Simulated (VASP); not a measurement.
# CaOsO3 (Pm-3m) in VASP: a series of runs, part 2 of 2

VASP 6.6.1.

### Step 3. Single point, LDA

The input, INCAR:

```
SYSTEM = CaOsO3
PREC = Accurate
ENCUT = 700
EDIFF = 1E-6
ISMEAR = 1
SIGMA = 0.1
LREAL = .FALSE.
LASPH = .TRUE.
NELM = 120
ALGO = Normal
ISIF = 2
LWAVE = .FALSE.
LCHARG = .TRUE.
GGA = CA
LELF = .TRUE.
LVHAR = .TRUE.
NBANDS = 30
GGA_COMPAT = .FALSE.
```

The input, KPOINTS:

```
Automatic mesh
0
G
  5 5 5
  0 0 0
```

The input, POSCAR:

```
CaOsO3
1.0
    3.9521600000      0.0000000000      0.0000000000
    0.0000000000      3.9521600000      0.0000000000
    0.0000000000      0.0000000000      3.9521600000
Ca Os O
1 1 3
Direct
    0.0000000000      0.0000000000      0.0000000000
    0.5000000000      0.5000000000      0.5000000000
    0.5000000000      0.5000000000      0.0000000000
    0.0000000000      0.5000000000      0.5000000000
    0.5000000000      0.0000000000      0.5000000000
```

Potentials or basis: VASP PAW LDA potentials, release 64 (Ca_sv, Os_sv_GW, O).

Command:

```
cat potpaw_LDA.64/Ca_sv/POTCAR potpaw_LDA.64/Os_sv_GW/POTCAR potpaw_LDA.64/O/POTCAR > POTCAR
mpirun -np 1 vasp_std > vasp.out
```

OUTCAR:

```text
SYSTEM = CaOsO3
   PREC = Accurate
   ENCUT = 700
   EDIFF = 1E-6
   ISMEAR = 1
   LREAL = .FALSE.
   LASPH = .TRUE.
   NELM = 120
   ISIF = 2
   GGA = CA

 ion  position               nearest neighbor table
   1  0.000  0.000  0.000-
   2  0.500  0.500  0.500-   3 1.98   4 1.98   5 1.98   3 1.98   5 1.98   4 1.98
   3  0.500  0.500  0.000-   2 1.98   2 1.98
   4  0.000  0.500  0.500-   2 1.98   2 1.98
   5  0.500  0.000  0.500-   2 1.98   2 1.98

  LATTYP: Found a simple cubic cell.
 ALAT       =     3.9521600000

  Lattice vectors:

 A1 = (   3.9521600000,   0.0000000000,   0.0000000000)
 A2 = (   0.0000000000,   3.9521600000,   0.0000000000)
 A3 = (   0.0000000000,   0.0000000000,   3.9521600000)

Analysis of symmetry for initial positions (statically):
=====================================================================
 Subroutine PRICEL returns:
 Original cell was already a primitive cell.

 Routine SETGRP: Setting up the symmetry group for a
 simple cubic supercell.

 Subroutine GETGRP returns: Found 48 space group operations
 (whereof 48 operations were pure point group operations)
 out of a pool of 48 trial point group operations.

The static configuration has the point symmetry O_h .

Analysis of symmetry for dynamics (positions and initial velocities):
=====================================================================
 Subroutine PRICEL returns:
 Original cell was already a primitive cell.

 Routine SETGRP: Setting up the symmetry group for a
 simple cubic supercell.

 Subroutine GETGRP returns: Found 48 space group operations
 (whereof 48 operations were pure point group operations)
 out of a pool of 48 trial point group operations.

The dynamic configuration has the point symmetry O_h .

 Subroutine INISYM returns: Found 48 space group operations
 (whereof 48 operations are pure point group operations),
 and found     1 'primitive' translations

----------------------------------------------------------------------------------------

                                     Primitive cell

  volume of cell :      61.7310

  direct lattice vectors                    reciprocal lattice vectors
     3.952160000  0.000000000  0.000000000     0.253026193  0.000000000  0.000000000
     0.000000000  3.952160000  0.000000000     0.000000000  0.253026193  0.000000000
     0.000000000  0.000000000  3.952160000     0.000000000  0.000000000  0.253026193

  length of vectors
     3.952160000  3.952160000  3.952160000     0.253026193  0.253026193  0.253026193

  position of ions in fractional coordinates (direct lattice)
     0.000000000  0.000000000  0.000000000
     0.500000000  0.500000000  0.500000000
     0.500000000  0.500000000  0.000000000
     0.000000000  0.500000000  0.500000000
     0.500000000  0.000000000  0.500000000

  ion indices of the primitive-cell ions
   primitive index   ion index
                 1           1
                 2           2
                 3           3
                 4           4
                 5           5

----------------------------------------------------------------------------------------

 KPOINTS: Automatic mesh

Automatic generation of k-mesh.
 Grid dimensions read from file:
 generate k-points for:    5    5    5

 Generating k-lattice:

  Cartesian coordinates                     Fractional coordinates (reciprocal lattice)
     0.050605239  0.000000000  0.000000000     0.200000000  0.000000000  0.000000000
     0.000000000  0.050605239  0.000000000     0.000000000  0.200000000  0.000000000
     0.000000000  0.000000000  0.050605239     0.000000000  0.000000000  0.200000000

  Length of vectors
     0.050605239  0.050605239  0.050605239

  Shift w.r.t. Gamma in fractional coordinates (k-lattice)
     0.000000000  0.000000000  0.000000000

 Subroutine IBZKPT returns following result:
 ===========================================

 Found     10 irreducible k-points:

 Following reciprocal coordinates:
            Coordinates               Weight
  0.000000  0.000000  0.000000      1.000000
  0.200000  0.000000  0.000000      6.000000
  0.400000  0.000000  0.000000      6.000000
  0.200000  0.200000  0.000000     12.000000
  0.400000  0.200000  0.000000     24.000000
  0.400000  0.400000  0.000000     12.000000
  0.200000  0.200000  0.200000      8.000000
  0.400000  0.200000  0.200000     24.000000
  0.400000  0.400000  0.200000     24.000000
  0.400000  0.400000  0.400000      8.000000
   k-points           NKPTS =     10   k-points in BZ     NKDIM =     10   number of bands    NBANDS=     30
   number of dos      NEDOS =    301   number of ions     NIONS =      5
   total plane-waves  NPLWV =  46656
   dimension x,y,z NGX =    36 NGY =   36 NGZ =   36
   dimension x,y,z NGXF=    72 NGYF=   72 NGZF=   72
   ions per type =               1   1   3
   NGX,Y,Z   is equivalent  to a cutoff of  15.14, 15.14, 15.14 a.u.
   NGXF,Y,Z  is equivalent  to a cutoff of  30.29, 30.29, 30.29 a.u.
 SYSTEM =  CaOsO3
   PREC   = accura    normal or accurate (medium, high low for compatibility)
   ISTART =      0    job   : 0-new  1-cont  2-samecut
   ICHARG =      2    charge: 1-file 2-atom 10-const
   ISPIN  =      1    spin polarized calculation?
   LNONCOLLINEAR =      F non collinear calculations
   LSORBIT =      F    spin-orbit coupling
   LASPH  =      T    aspherical Exc in radial PAW
   ENCUT  =  700.0 eV  51.45 Ry    7.17 a.u.   8.53  8.53  8.53*2*pi/ulx,y,z
   NELM   =    120;   NELMIN=  2; NELMDL= -5     # of ELM steps
   EDIFF  = 0.1E-05   stopping-criterion for ELM
   LREAL  =      F    real-space projection
[... 7 lines left out ...]
   TEBEG  =    0.0;   TEEND  =   0.0 temperature during run
   PSTRESS=    0.0 pullay stress
   NELECT =      44.0000    total number of electrons
   NUPDOWN=      -1.0000    fix difference up-down
   EMIN   =  10.00;   EMAX   =-10.00  energy-range for DOS
   EFERMI =   0.00;   METHOD = LEGACY
   ISMEAR =     1;   SIGMA  =   0.10  broadening in eV -4-tet -1-fermi 0-gaus
   EFERMI_NEDOS =   21; number of points for ismear=-14 and -15
   IALGO  =     38    algorithm
   IMIX   =      4    mixing-type and parameters
     AMIX     =   0.40;   BMIX     =  1.00
     AMIX_MAG =   1.60;   BMIX_MAG =  1.00
  volume/ion in A,a.u.               =      12.35        83.32
  Fermi-wavevector in a.u.,A,eV,Ry     =   1.462372  2.763482 29.096494  2.138532
  Thomas-Fermi vector in A             =   2.578593
   LORBIT       =      0    0 simple, 1 ext, 2 COOP (PROOUT), +10 PAW based schemes
   GGA     = CA    functional components
   LHFCALC =     F    Hartree Fock is set to
   AEXX    =    0.0000 exact exchange contribution
   IVDW    =     0    specifies the selected vdW correction
   LEPSILON=     F    determine dielectric tensor
   LRPA    =     F    only Hartree local field effects (RPA)
 non-spin polarized calculation
 Methfessel and Paxton  Order N= 1 SIGMA  =   0.10
  energy-cutoff  :      700.00
  volume of cell :       61.73
 maximum number of plane-waves:      2614
 NGX is ok and might be reduce to    36
   NGX = 17   NGY = 17   NGZ = 17

 number of electron      44.0000010 magnetization

 Free energy of the ion-electron system (eV)
  ---------------------------------------------------
  ext. energy  EPLUGINS =         0.00000000
  ---------------------------------------------------
  free energy    TOTEN  =       -41.48942659 eV

  energy without entropy =      -41.48691060  energy(sigma->0) =      -41.48858793

 E-fermi :   6.7010     XC(G=0): -11.7965

 val. band max:        6.6514701913   @ k =   0.4000   0.2000   0.2000
 cond. band min:       6.7343680580   @ k =   0.4000   0.2000   0.2000
 fundamental gap:      0.0828978666
 Fermi energy:         6.7010164239

 k-point     1 :       0.0000    0.0000    0.0000
  band No.  band energies     occupation
      1     -80.6675      2.00000
      2     -40.3062      2.00000
      3     -40.3062      2.00000
      4     -40.3062      2.00000
      5     -34.6500      2.00000
      6     -15.9022      2.00000
[... 22 lines left out ...]
     29      10.5034      0.00000
     30      10.5034      0.00000
[... 266 lines left out ...]
  band No.  band energies     occupation
      1     -80.6673      2.00000
      2     -40.3208      2.00000
      3     -40.3208      2.00000
      4     -40.3208      2.00000
      5     -34.6364      2.00000
      6     -15.9781      2.00000
[... 22 lines left out ...]
     29      12.2446      0.00000
     30      12.8099      0.00000

------------------------ aborting loop because EDIFF is reached ----------------------------------------

  FORCE on cell =-STRESS in cart. coord.  units (eV):
  Direction    XX          YY          ZZ          XY          YZ          ZX
  --------------------------------------------------------------------------------------
  -------------------------------------------------------------------------------------
  Total       -5.1928098     -5.1928098     -5.1928098      0.0000000      0.0000000      0.0000000
  in kB     -134.7750330   -134.7750330   -134.7750330      0.0000000      0.0000000      0.0000000
  external PRESSURE =    -134.7750330 kB  Pullay stress =       0.0000000 kB

 VOLUME and BASIS-vectors are now :
 -----------------------------------------------------------------------------
  energy-cutoff  :      700.00
  volume of cell :       61.73
      direct lattice vectors                 reciprocal lattice vectors
     3.952160000  0.000000000  0.000000000     0.253026193  0.000000000  0.000000000
     0.000000000  3.952160000  0.000000000     0.000000000  0.253026193  0.000000000
     0.000000000  0.000000000  3.952160000     0.000000000  0.000000000  0.253026193

 POSITION                                       TOTAL-FORCE (eV/Angst)
 -----------------------------------------------------------------------------------
      0.00000      0.00000      0.00000         0.000000      0.000000      0.000000
      1.97608      1.97608      1.97608         0.000000      0.000000      0.000000
      1.97608      1.97608      0.00000         0.000000      0.000000      0.000000
      0.00000      1.97608      1.97608         0.000000      0.000000      0.000000
      1.97608      0.00000      1.97608         0.000000      0.000000      0.000000
 -----------------------------------------------------------------------------------
    total drift:                                0.000000      0.000000      0.000000

  FREE ENERGIE OF THE ION-ELECTRON SYSTEM (eV)
  ---------------------------------------------------
  free  energy   TOTEN  =       -41.4894265898 eV

  energy  without entropy=      -41.4869105980  energy(sigma->0) =      -41.48858793
```

Run time: 42 s. Hardware: 1 thread of AMD EPYC 7R43 (Zen 3), shared host; peak memory 0.16 GiB.

What came out:

```yaml
Free_energy: -41.4894 eV
Pressure: -13.5 GPa
Band_gap_on_the_k_mesh: zero (bands 22 and 23 overlap by 3.67 eV)
```

Levels at points of the mesh, in eV from the Fermi level:
```
           k point  band 19  band 20  band 21  band 22  band 23  band 24  band 25  band 26  band 27  band 28
(0.00, 0.00, 0.00)    -3.63    -3.63    -2.98    -2.98    -2.98     0.53     0.53     1.86     2.02     2.02
```

Caveat: the cell stands under tension; spin-orbit coupling is left out, which moves the levels of the heavy elements.

The gap in the log of VASP goes by the Fermi energy; the results here count the filled bands.